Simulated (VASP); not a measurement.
# BP in VASP: notebook

BP is run at these levels: PBE; tasks: single point, relaxation of cell and atoms.

All numbers are computed with VASP 6.6.1; they aren't measurements. Logs are shortened: lines on timing, memory, paths and dates and some standing lists are left out, and cuts for length are marked.

### Step 1. The cell of the first run

The typed cell holds 2 atoms: a = 3.217 Å, b = 3.217 Å, c = 3.217 Å, α = 60.01°, β = 60.01°, γ = 60.01°.

### Step 2. Single point, PBE

INCAR reads:

```
ALGO     = Normal         # electronic algorithm
EDIFF    = 1E-6           # SCF threshold, eV
ENCUT    = 500            # plane-wave cutoff, eV
GGA      = PE             # functional
GGA_COMPAT= F            
ISIF     = 2              # what is computed and relaxed
ISMEAR   = 0              # smearing method
LASPH    = T              # aspherical terms in the spheres
LCHARG   = F              # write CHGCAR
LREAL    = F              # projectors in reciprocal space
LWAVE    = F              # write WAVECAR
NBANDS   = 11             # bands
NELM     = 120            # most SCF steps
PREC     = Accurate       # precision mode
SIGMA    = 0.1            # smearing width, eV
```

KPOINTS reads:

```
k-points
0
Gamma
  6 6 6
```

POSCAR reads:

```
BP
1.0
    1.6086004840      0.9287259225      2.6264048804
   -1.6086004840      0.9287259225      2.6264048804
    0.0000000000     -1.8574518450      2.6264048804
B P
1 1
Direct
    0.9999947757      0.9999947757      0.9999947757
    0.2500052243      0.2500052243      0.2500052243
```

Potentials or basis: VASP PAW PBE potentials, release 64 (B, P).

The run is started by

```sh
$ cat potpaw_PBE.64/B/POTCAR potpaw_PBE.64/P/POTCAR > POTCAR
$ mpirun -np 1 vasp_std > vasp.out
```

OUTCAR:

```text
EDIFF = 1E-6
   ENCUT = 500
   GGA = PE
   ISIF = 2
   ISMEAR = 0
   LASPH = T
   LREAL = F
   NELM = 120
   PREC = Accurate

 ion  position               nearest neighbor table
   1  1.000  1.000  1.000-   2 1.97   2 1.97   2 1.97   2 1.97
   2  0.250  0.250  0.250-   1 1.97   1 1.97   1 1.97   1 1.97

  LATTYP: Found a trigonal (rhomboedric) cell.
 ALAT       =     3.2168509372
 COS(alpha) =     0.4998911824

  Lattice vectors:

 A1 = (   1.6086004840,   0.9287259225,   2.6264048804)
 A2 = (  -1.6086004840,   0.9287259225,   2.6264048804)
 A3 = (   0.0000000000,  -1.8574518450,   2.6264048804)

Analysis of symmetry for initial positions (statically):
=====================================================================
 Subroutine PRICEL returns:
 Original cell was already a primitive cell.

 Routine SETGRP: Setting up the symmetry group for a
 trigonal (rhombohedral) supercell.

 Subroutine GETGRP returns: Found  6 space group operations
 (whereof  6 operations were pure point group operations)
 out of a pool of 12 trial point group operations.

The static configuration has the point symmetry C_3v.

Analysis of symmetry for dynamics (positions and initial velocities):
=====================================================================
 Subroutine PRICEL returns:
 Original cell was already a primitive cell.

 Routine SETGRP: Setting up the symmetry group for a
 trigonal (rhombohedral) supercell.

 Subroutine GETGRP returns: Found  6 space group operations
 (whereof  6 operations were pure point group operations)
 out of a pool of 12 trial point group operations.

The dynamic configuration has the point symmetry C_3v.

 Subroutine INISYM returns: Found  6 space group operations
 (whereof  6 operations are pure point group operations),
 and found     1 'primitive' translations

----------------------------------------------------------------------------------------

                                     Primitive cell

  volume of cell :      23.5423

  direct lattice vectors                    reciprocal lattice vectors
     1.608600484  0.928725922  2.626404880     0.310829199  0.179457322  0.126916202
    -1.608600484  0.928725922  2.626404880    -0.310829199  0.179457322  0.126916202
     0.000000000 -1.857451845  2.626404880     0.000000000 -0.358914643  0.126916202

  length of vectors
     3.216850937  3.216850937  3.216850937     0.380693372  0.380693372  0.380693372
[... 81 lines left out ...]
   EDIFF  = 0.1E-05   stopping-criterion for ELM
   LREAL  =      F    real-space projection
   EDIFFG = 0.1E-04   stopping-criterion for IOM
   NSW    =      0    number of steps for IOM
   IBRION =     -1    ionic relax: 0-MD 1-quasi-New 2-CG
   NFREE  =      0    steps in history (QN), initial steepest desc. (CG)
   ISIF   =      2    stress and relaxation
   ISYM   =      2    0-nonsym 1-usesym 2-fastsym
   POTIM  = 0.5000    time-step for ionic-motion
   TEBEG  =    0.0;   TEEND  =   0.0 temperature during run
   PSTRESS=    0.0 pullay stress
   NELECT =       8.0000    total number of electrons
   NUPDOWN=      -1.0000    fix difference up-down
   EMIN   =  10.00;   EMAX   =-10.00  energy-range for DOS
   EFERMI =   0.00;   METHOD = LEGACY
   ISMEAR =     0;   SIGMA  =   0.10  broadening in eV -4-tet -1-fermi 0-gaus
   EFERMI_NEDOS =   21; number of points for ismear=-14 and -15
   IALGO  =     38    algorithm
   IMIX   =      4    mixing-type and parameters
     AMIX     =   0.40;   BMIX     =  1.00
     AMIX_MAG =   1.60;   BMIX_MAG =  1.00
  volume/ion in A,a.u.               =      11.77        79.44
  Fermi-wavevector in a.u.,A,eV,Ry     =   1.142410  2.158842 17.756966  1.305100
  Thomas-Fermi vector in A             =   2.279108
   LORBIT       =      0    0 simple, 1 ext, 2 COOP (PROOUT), +10 PAW based schemes
   GGA     = PE    functional components
   LHFCALC =     F    Hartree Fock is set to
   AEXX    =    0.0000 exact exchange contribution
   IVDW    =     0    specifies the selected vdW correction
   LEPSILON=     F    determine dielectric tensor
   LRPA    =     F    only Hartree local field effects (RPA)
 non-spin polarized calculation
 Gauss-broadening in eV      SIGMA  =   0.10
  energy-cutoff  :      500.00
  volume of cell :       23.54
 maximum number of plane-waves:       612
   NGX = 11   NGY = 11   NGZ = 11

 number of electron       8.0000000 magnetization

 Free energy of the ion-electron system (eV)
  ---------------------------------------------------
  ext. energy  EPLUGINS =         0.00000000
  ---------------------------------------------------
  free energy    TOTEN  =       -12.91355323 eV

  energy without entropy =      -12.91355323  energy(sigma->0) =      -12.91355323

 E-fermi :   7.8044     XC(G=0): -10.8715

 val. band max:        7.3499071791   @ k =   0.0000   0.0000   0.0000
 cond. band min:       8.6930805235   @ k =   0.5000   0.5000   0.0000
 fundamental gap:      1.3431733445
 Fermi energy:         7.8043811684

 k-point     1 :       0.0000    0.0000    0.0000
  band No.  band energies     occupation
      1      -8.0456      2.00000
      2       7.3484      2.00000
      3       7.3484      2.00000
      4       7.3499      2.00000
      5      10.7350      0.00000
      6      10.7350      0.00000
      7      10.7375      0.00000
      8      14.6074      0.00000
      9      18.8089      0.00000
     10      19.4521      0.00000
     11      19.4521      0.00000
[... 309 lines left out ...]
 k-point    24 :      -0.3333    0.5000    0.1667
  band No.  band energies     occupation
      1      -3.0360      2.00000
      2      -0.8414      2.00000
      3       2.0860      2.00000
      4       2.2108      2.00000
      5      11.1811      0.00000
      6      11.7843      0.00000
      7      16.4277      0.00000
      8      17.0736      0.00000
      9      20.2343      0.00000
     10      23.4793      0.00000
     11      23.7222      0.00000

 [... further k-points ...]
[... 5 lines left out ...]
  --------------------------------------------------------------------------------------
  -------------------------------------------------------------------------------------
  Total       -0.0339892     -0.0339892     -0.0253595      0.0000000      0.0000000      0.0000000
  in kB       -2.3131421     -2.3131421     -1.7258456      0.0000000      0.0000000      0.0000000
  external PRESSURE =      -2.1173766 kB  Pullay stress =       0.0000000 kB

 VOLUME and BASIS-vectors are now :
 -----------------------------------------------------------------------------
  energy-cutoff  :      500.00
  volume of cell :       23.54
      direct lattice vectors                 reciprocal lattice vectors
     1.608600484  0.928725922  2.626404880     0.310829199  0.179457322  0.126916202
    -1.608600484  0.928725922  2.626404880    -0.310829199  0.179457322  0.126916202
     0.000000000 -1.857451845  2.626404880     0.000000000 -0.358914643  0.126916202

 POSITION                                       TOTAL-FORCE (eV/Angst)
 -----------------------------------------------------------------------------------
      0.00000      0.00000      7.87917         0.000000      0.000000      0.000262
      0.00000      0.00000      1.96984         0.000000      0.000000     -0.000262
 -----------------------------------------------------------------------------------
    total drift:                                0.000000      0.000000      0.000000

  FREE ENERGIE OF THE ION-ELECTRON SYSTEM (eV)
  ---------------------------------------------------
  free  energy   TOTEN  =       -12.9135532290 eV

  energy  without entropy=      -12.9135532290  energy(sigma->0) =      -12.91355323
```

Run time: 11 s. Hardware: 1 thread of Intel Xeon 8259CL, shared host; peak memory 0.13 GiB.

What came out:

| Property | Result |
| --- | --- |
| Free energy | -12.9136 eV |
| Pressure | -0.2 GPa |
| Band gap on the k mesh | 1.34 eV, indirect (least direct gap 3.39 eV) |

A k mesh can miss the band edges. A hybrid or GW would open this gap; PBE tends to underestimate it.

### Step 3. Single point, PBE

INCAR reads:

```
PREC     = Accurate       # precision mode
ENCUT    = 500            # plane-wave cutoff, eV
EDIFF    = 1E-6           # SCF threshold, eV
ISMEAR   = 0              # smearing method
SIGMA    = 0.02           # smearing width, eV
LREAL    = False          # projectors in reciprocal space
LASPH    = True           # aspherical terms in the spheres
NELM     = 120            # most SCF steps
ALGO     = Normal         # electronic algorithm
ISIF     = 2              # what is computed and relaxed
LWAVE    = False          # write WAVECAR
LCHARG   = False          # write CHGCAR
GGA      = PE             # functional
NBANDS   = 11             # bands
GGA_COMPAT= False
```

KPOINTS reads:

```
Automatic mesh
0
Gamma
  10 10 10
```

POSCAR reads:

```
BP
1.0
    0.0000000000      2.2742097018      2.2742097018
    2.2742097018      0.0000000000      2.2742097018
    2.2742097018      2.2742097018      0.0000000000
B P
1 1
Direct
    0.2500000000      0.2500000000      0.2500000000
    0.5000000000      0.5000000000      0.5000000000
```

Potentials or basis: VASP PAW PBE potentials, release 64 (B, P).

The run is started by

```sh
$ cat potpaw_PBE.64/B/POTCAR potpaw_PBE.64/P/POTCAR > POTCAR
$ mpirun -np 1 vasp_std > vasp.out
```

OUTCAR:

```text
PREC = Accurate
   ENCUT = 500
   EDIFF = 1E-6
   ISMEAR = 0
   LREAL = False
   LASPH = True
   NELM = 120
   ISIF = 2
   GGA = PE

 ion  position               nearest neighbor table
   1  0.250  0.250  0.250-   2 1.97   2 1.97   2 1.97   2 1.97
   2  0.500  0.500  0.500-   1 1.97   1 1.97   1 1.97   1 1.97

  LATTYP: Found a face centered cubic cell.
 ALAT       =     4.5484194036

  Lattice vectors:

 A1 = (   0.0000000000,   2.2742097018,   2.2742097018)
 A2 = (   2.2742097018,   0.0000000000,   2.2742097018)
[... 513 lines left out ...]
      7      16.7807      0.00000
      8      16.7960      0.00000
      9      21.2723      0.00000
     10      22.5747      0.00000
     11      24.3122      0.00000

 [... further k-points ...]
[... 5 lines left out ...]
  --------------------------------------------------------------------------------------
  -------------------------------------------------------------------------------------
  Total       -0.0330483     -0.0330483     -0.0330483      0.0000000      0.0000000      0.0000000
  in kB       -2.2508044     -2.2508044     -2.2508044      0.0000000      0.0000000      0.0000000
  external PRESSURE =      -2.2508044 kB  Pullay stress =       0.0000000 kB

 VOLUME and BASIS-vectors are now :
 -----------------------------------------------------------------------------
  energy-cutoff  :      500.00
  volume of cell :       23.52
      direct lattice vectors                 reciprocal lattice vectors
     0.000000000  2.274209702  2.274209702    -0.219856594  0.219856594  0.219856594
     2.274209702  0.000000000  2.274209702     0.219856594 -0.219856594  0.219856594
     2.274209702  2.274209702  0.000000000     0.219856594  0.219856594 -0.219856594

 POSITION                                       TOTAL-FORCE (eV/Angst)
 -----------------------------------------------------------------------------------
      1.13710      1.13710      1.13710         0.000000      0.000000      0.000000
      2.27421      2.27421      2.27421        -0.000000     -0.000000     -0.000000
 -----------------------------------------------------------------------------------
    total drift:                                0.000000      0.000000      0.000000

  FREE ENERGIE OF THE ION-ELECTRON SYSTEM (eV)
  ---------------------------------------------------
  free  energy   TOTEN  =       -12.9305724062 eV

  energy  without entropy=      -12.9305724062  energy(sigma->0) =      -12.93057241
```

OSZICAR:

```text
N       E                     dE             d eps       ncg     rms          rms(c)
DAV:   1     0.837586589815E+01    0.83759E+01   -0.37449E+03  1034   0.616E+02
DAV:   2    -0.130656890715E+02   -0.21442E+02   -0.20747E+02  1372   0.109E+02
DAV:   3    -0.136215951421E+02   -0.55591E+00   -0.55472E+00  1339   0.152E+01
DAV:   4    -0.136235042194E+02   -0.19091E-02   -0.19089E-02  1189   0.105E+00
DAV:   5    -0.136235142670E+02   -0.10048E-04   -0.10048E-04  1272   0.745E-02    0.714E+00
DAV:   6    -0.130264949060E+02    0.59702E+00   -0.13716E+00  1163   0.504E+00    0.385E+00
DAV:   7    -0.129377794035E+02    0.88716E-01   -0.22619E-01  1286   0.236E+00    0.132E+00
DAV:   8    -0.129300383309E+02    0.77411E-02   -0.26319E-02  1209   0.923E-01    0.191E-01
DAV:   9    -0.129303634083E+02   -0.32508E-03   -0.71521E-04  1207   0.180E-01    0.121E-01
DAV:  10    -0.129305607045E+02   -0.19730E-03   -0.24781E-04  1154   0.988E-02    0.280E-02
DAV:  11    -0.129305714077E+02   -0.10703E-04   -0.11473E-05  1323   0.224E-02    0.328E-02
DAV:  12    -0.129305724062E+02   -0.99855E-06   -0.45600E-06  1166   0.105E-02
   1 F= -.12930572E+02 E0= -.12930572E+02  d E =-.105406E-20
```

Wall time 14 s (1 thread of Intel Xeon 8259CL, shared host); peak memory 0.13 GiB.

Results:

```
Free energy            : -12.9306 eV
Pressure               : -0.2 GPa
Band gap on the k mesh : 1.25 eV, indirect (least direct gap 3.39 eV)
```

Levels at points of the mesh, in eV from the valence-band top:
```tsv
k point	band 1	band 2	band 3	band 4	band 5	band 6	band 7	band 8
(0.00, 0.00, 0.00)	-15.40	0.00	0.00	0.00	3.39	3.39	3.39	7.27
(0.50, 0.00, 0.00)	-12.10	-8.98	-1.75	-1.75	3.74	4.71	4.71	10.10
(0.50, 0.50, 0.00)	-10.58	-8.55	-4.09	-4.09	1.35	1.67	12.06	12.06
```

A k mesh can miss the band edges.

[end of part 1 of 2]
